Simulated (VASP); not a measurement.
The system is Ru2S.

```
Ru S
1.0
     0.00000    2.84365    2.84365
     2.84365    0.00000    2.84365
     2.84365    2.84365    0.00000
Ru S
2 1
Direct
  0.25000 0.25000 0.25000
  0.75000 0.75000 0.75000
  0.00000 0.00000 0.00000
```

| Property | Result |
| --- | --- |
| Program | VASP 6.6.1 |
| Task | relaxation of cell and atoms |
| Functional | PBE |
| Potentials or basis | VASP PAW PBE potentials, release 64 (Ru_pv, S) |
| Cutoff | 600 eV |
| k mesh | 6 × 6 × 6 |
| Occupations | gaussian, width 0.1 eV |
| Spin | no spin polarisation |

At the start: pressure -16.3 GPa; volume 15.33 Å³/atom.

Q: Where does the relaxation end?

A: Over 4 steps the energy falls by 71.6 meV/atom and the volume is 14.06 Å³/atom (-8.3 %); space group Fm-3m (No. 225, to 0.05 Å).

Step by step:
```csv
step,energy change (eV),largest force (eV/Å),pressure (GPa),volume (Å³)
1,0.0000,0.0000,-16.31,45.99
2,0.5591,0.0000,49.74,36.36
3,-0.2145,0.0000,-0.91,42.30
4,-0.2149,0.0000,-0.18,42.17
```

Final structure:
```
Ru S
1.0
     0.00000    2.76259    2.76259
     2.76259    0.00000    2.76259
     2.76259    2.76259    0.00000
Ru S
2 1
Direct
  0.25000 0.25000 0.25000
  0.75000 0.75000 0.75000
  0.00000 0.00000 0.00000
```
